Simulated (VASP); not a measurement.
Input of a VASP 6.6.1 run:

File INCAR:

```
SYSTEM = Hf3Si4O16
PREC = Accurate
ENCUT = 520
EDIFF = 1E-6
ISMEAR = -1
SIGMA = 0.01
LREAL = .False.
LASPH = .True.
NELM = 120
ALGO = Normal
ISIF = 2
LWAVE = .False.
LCHARG = .True.
GGA = PE
LELF = .True.
LVHAR = .True.
NELECT = 146.0
NBANDS = 88
GGA_COMPAT = .False.
```

The input KPOINTS:

```
regular mesh
0
Gamma
  1 1 1
  0 0 0
```

File POSCAR:

```
Hf3Si4O16
1.0
    6.6465279200      0.0000000000      0.0000000000
    0.0000000000      6.6465279200      0.0000000000
    0.0000000000      0.0000000000      6.0147349600
Hf Si O
3 4 16
Direct
    0.0005100148     -0.0001227727      0.0002136400
    0.0005288840      0.4998745462      0.2672370230
    0.5005096062     -0.0001277902      0.7331920763
    0.0005304748      0.4998758183      0.7409711959
    0.5005087175     -0.0001293667      0.2594565498
    0.0005114324     -0.0001268921      0.5002137618
    0.5005276216      0.4998725490      0.0002142981
    0.0005309745      0.8156398461      0.3264539629
    0.5005408907      0.2889131692      0.8598810547
    0.1829742403      0.4998501693      0.5670458808
    0.6973873635     -0.0001421643      0.0911866959
    0.3036452645     -0.0001185658      0.0911639346
    0.8180875727      0.4998922005      0.5670440400
    0.0005010748      0.1841054431      0.3264538904
    0.5005149295      0.7108286756      0.8598757780
    0.2895702762      0.4998616957      0.1405508521
    0.8162786644     -0.0001364390      0.6739737274
    0.0005387996      0.6967450834      0.9092530785
    0.5005226068      0.1823139540      0.4333844899
    0.0005147980      0.3030042487      0.9092531120
    0.5004889047      0.8174270459      0.4333815916
    0.1847440023     -0.0001148632      0.6739725420
    0.7114836589      0.4998859890      0.1405502172
```

Potentials or basis: VASP PAW PBE potentials, release 64 (Hf_pv, Si, O).

The run is started by

```bash
$ cat potpaw_PBE.64/Hf_pv/POTCAR potpaw_PBE.64/Si/POTCAR potpaw_PBE.64/O/POTCAR > POTCAR
$ mpirun -np 1 vasp_gam > vasp.out
```

Problem. What does it give for the largest force?

Solution. 0.198 eV/Å.

Forces on the atoms (eV/Å):
```
Hf   0.000  0.000  0.000
Hf   0.000  0.000  0.070
Hf   0.000  0.000 -0.070
Si   0.000  0.000  0.087
Si   0.000  0.000 -0.087
Si   0.000  0.000  0.000
Si   0.000  0.000  0.000
O    0.000 -0.134 -0.115
O    0.000 -0.185 -0.069
O    0.011  0.000 -0.146
O    0.129  0.000 -0.081
O   -0.129  0.000 -0.081
O   -0.011  0.000 -0.146
O    0.000  0.134 -0.115
O    0.000  0.185 -0.069
O   -0.185  0.000  0.069
O   -0.134  0.000  0.115
O    0.000  0.129  0.081
O    0.000  0.011  0.146
O    0.000 -0.129  0.081
O    0.000 -0.011  0.146
O    0.134  0.000  0.115
O    0.186  0.000  0.069
```

Caveat: the k points lie up to 1.04 Å⁻¹ apart, too coarse for converged energies, forces and pressures; the cell carries a net charge on a neutralising background, which shifts energy and pressure.
